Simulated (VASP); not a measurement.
Set up this calculation in VASP 6.6.1, as the native input.

* Task: single point
* Functional: PBEsol
* Potentials or basis: VASP PAW PBE potentials, release 64 (Al, Cu)
* Cutoff: 520 eV
* k mesh: 12 × 12 × 8
* Occupations: gaussian, width 0.1 eV
* Spin: no spin polarisation
* Dipole correction: no
* Further INCAR settings: ALGO = Fast; EDIFF = 1e-06; NBANDS = 24

The structure of Al3Cu2 lies in POSCAR:

```
Al3Cu2
1.0
    4.0857903192      0.0000000000      0.0000000000
   -2.0428951596      3.5383982110      0.0000000000
    0.0000000000      0.0000000000      4.9670485692
Al Cu
3 2
Direct
    0.0000000000      0.0000000000      0.0000000000
    0.3333333333      0.6666666667      0.3515608211
    0.6666666667      0.3333333333      0.6484391789
    0.3333333333      0.6666666667      0.8423391516
    0.6666666667      0.3333333333      0.1576608484
```

These files were run (other wordings do the same):

INCAR

```
SYSTEM = Al3Cu2
ALGO = Fast
EDIFF = 1E-6
ENCUT = 520
GGA = PS
ISIF = 2
ISMEAR = 0
LASPH = .TRUE.
LCHARG = .FALSE.
LREAL = .FALSE.
LWAVE = .FALSE.
NBANDS = 24
NELM = 100
PREC = Accurate
SIGMA = 0.1
```

KPOINTS

```
k-points
0
G
  12 12 8
  0 0 0
```

Potentials or basis: VASP PAW PBE potentials, release 64 (Al, Cu).

Command:

```bash
$ cat potpaw_PBE.64/Al/POTCAR potpaw_PBE.64/Cu/POTCAR > POTCAR
$ mpirun -np 1 vasp_std > vasp.out
```

It gave:

```
Pressure               : 1.4 GPa
Largest force          : 0.005 eV/Å
Band gap on the k mesh : zero (an odd number of electrons rules out a gap without spin polarisation)
```

Caveat: the PAW data sets were made with another functional, which shifts forces and pressure a little.

It took 2.5 min on 1 thread of Intel(R) Xeon(R) 6975P-C (Granite Rapids), on a shared host, peak memory 0.32 GiB.
